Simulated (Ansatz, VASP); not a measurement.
## BN: VASP beside Ansatz

```
B N
1.0
     2.56306    0.00000    0.00000
     0.00000    3.62471    0.00000
     0.00000    0.00000   19.84460
B N
4 4
Direct
  0.00000 0.83353 0.41495
  0.50000 0.37648 0.46246
  0.00000 0.87647 0.53754
  0.50000 0.33353 0.58505
  0.50000 0.65003 0.40370
  0.00000 0.13998 0.46505
  0.50000 0.63997 0.53495
  0.00000 0.15002 0.59630
```

Alike in both runs: functional PBE; k mesh 12 × 8 × 1; occupations fermi-dirac, width 0.02 eV; no spin polarisation.

Ansatz relaxed the structure, and its values are those at the end. VASP's run is a single point on that final structure, the one shown.

|  | VASP | Ansatz |
| --- | --- | --- |
| version | VASP 6.6.1 | Ansatz 0.2.0 |
| potentials or method | VASP PAW PBE potentials, release 64 (B, N) | PAW with Ansatz's default frozen-core files, scalar-relativistic |
| plane-wave cutoff (eV) | 520 | 420 |
| valence electrons in the cell | 32 | 32 |

Ansatz gave:

```
gap on the k mesh at the Fermi level (eV) : 2.61
rms of the force components (eV/Å)        : 0.002
```

Question: Which values does VASP return?

Answer: gap on the k mesh at the Fermi level (eV): 2.60; rms of the force components (eV/Å): 0.011.

Ansatz's warnings: stress scf threshold loose.
